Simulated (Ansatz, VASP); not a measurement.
# TaN: VASP beside Ansatz

```xyz
2
Lattice="2.9606 0.0000 0.0000 -1.4803 2.5640 0.0000 0.0000 0.0000 2.7990" Properties=species:S:1:pos:R:3 pbc="T T T"
Ta    0.0000    1.7093    1.3995
N     0.0000    0.0000    0.0000
```

Alike in both runs: task single point; functional PBEsol; k mesh 18 × 18 × 16; occupations gaussian, width 0.15 eV; no spin polarisation.

```csv
,VASP,Ansatz
version,VASP 6.6.1,Ansatz 0.2.0
potentials or method,"VASP PAW PBE potentials, release 64 (Ta_pv, N), cutoff 520 eV","scalar-relativistic, plane waves, PAW"
valence electrons in the cell,16,18
```

VASP gave:

- gap on the k mesh at the Fermi level (eV): none
- pressure (GPa): 2.4
- traceless stress, the component that is largest in VASP (GPa): 16.97

Question: What did Ansatz give for the same quantities?

Answer: gap on the k mesh at the Fermi level (eV): none; pressure (GPa): 1.6; traceless stress, the component that is largest in VASP (GPa): 16.81.

VASP's potentials were made for PBE, not for PBEsol. A gap of «none» marks a metal or a gap that the smearing closes. VASP's potentials hold 16 valence electrons a cell and Ansatz's 18, so a difference there can come from the potentials and not from the codes.

Neither program's run includes spin-orbit coupling.
